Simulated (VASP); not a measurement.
Input of a VASP 6.6.1 run:

Contents of INCAR:

```
SYSTEM = Zn12O
ALGO = Normal ; EDIFF = 1E-7
ENCUT = 520 ; GGA = PS
ISIF = 2 ; ISMEAR = 0
LASPH = .True. ; LCHARG = .True.
LELF = .True. ; LREAL = .False.
LVHAR = .True. ; LWAVE = .False.
NBANDS = 87 ; NELM = 80
PREC = Accurate ; SIGMA = 0.15
```

Contents of KPOINTS:

```
k-points
0
Gamma
  5 3 4
  0 0 0
```

The input POSCAR:

```
Zn12O
1.0
    5.3200000000      0.0000000000      0.0000000000
   -3.9900000000      6.9108830000      0.0000000000
    0.0000000000      0.0000000000      4.9369600000
Zn O
12 1
Direct
    0.0043619703      0.0029279905      0.0057893927
    0.1679607761      0.2217256463      0.5127327343
    0.0051017624      0.3405742797      0.0395419448
    0.0985972984      0.5312788539      0.5509783348
    0.0233922598      0.6801169981      0.0069419238
    0.1590466707      0.8850692451      0.5119903746
    0.5064147742      0.0052577941      0.0058511716
    0.6450389531      0.2122597069      0.5178934000
    0.4935448698      0.3291954154     -0.0332054544
    0.6715352818      0.5283588219      0.3947064590
    0.5127820794      0.6720633239     -0.0160199799
    0.6977353168      0.9296856856      0.4700435086
    0.5113160795      0.6656129181      0.5744786265
```

Potentials or basis: VASP PAW PBE potentials, release 64 (Zn, O).

The run is started by

```bash
$ cat potpaw_PBE.64/Zn/POTCAR potpaw_PBE.64/O/POTCAR > POTCAR
$ mpirun -np 1 vasp_std > vasp.out
```

(1) Predict the pressure.

(2) What does it give for the largest force?

(3) What does it give for the band gap on the k mesh?

## Answers

(1) 2.2 GPa.

(2) 0.174 eV/Å.

(3) zero (bands 75 and 76 overlap by 0.84 eV).

Caveat: the PAW data sets were made with another functional, which shifts forces and pressure a little.
